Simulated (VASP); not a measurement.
**Sc: single point with r2SCAN**

Crystal: Sc.

```
Sc
1.0
     0.00000    2.22947    2.22947
     2.22947    0.00000    2.22947
     2.22947    2.22947    0.00000
Sc
1
Direct
  0.00000 0.00000 0.00000
```

This isn't the form of Sc at room conditions, which is hcp.

```json
{
 "Program": "VASP 6.6.1",
 "Task": "single point",
 "Functional": "r2SCAN",
 "Potentials or basis": "VASP PAW PBE potentials, release 64 (Sc_sv)",
 "Cutoff": "520 eV",
 "k mesh": "13 × 13 × 13",
 "Occupations": "fermi-dirac, width 0.1 eV",
 "Spin": "no spin polarisation",
 "Dipole correction": "no",
 "Further INCAR settings": "ALGO = Normal; EDIFF = 1e-06; NBANDS = 12"
}
```

* Pressure: 8.3 GPa
* Band gap on the k mesh: zero (an odd number of electrons rules out a gap without spin polarisation)

Levels at points of the mesh, in eV from the Fermi level:
| k point | band 1 | band 2 | band 3 | band 4 | band 5 | band 6 | band 7 | band 8 | band 9 | band 10 |
| --- | --- | --- | --- | --- | --- | --- | --- | --- | --- | --- |
| (0.00, 0.00, 0.00) | -51.25 | -28.62 | -28.62 | -28.62 | -5.77 | 1.95 | 1.95 | 1.95 | 3.62 | 3.62 |

Wall time 19 s on 1 thread of Intel(R) Xeon(R) 6975P-C (Granite Rapids), on a shared host, peak memory 0.15 GiB.

Caveat: the cell stands under pressure; the PAW data sets were made with another functional, which shifts forces and pressure a little.
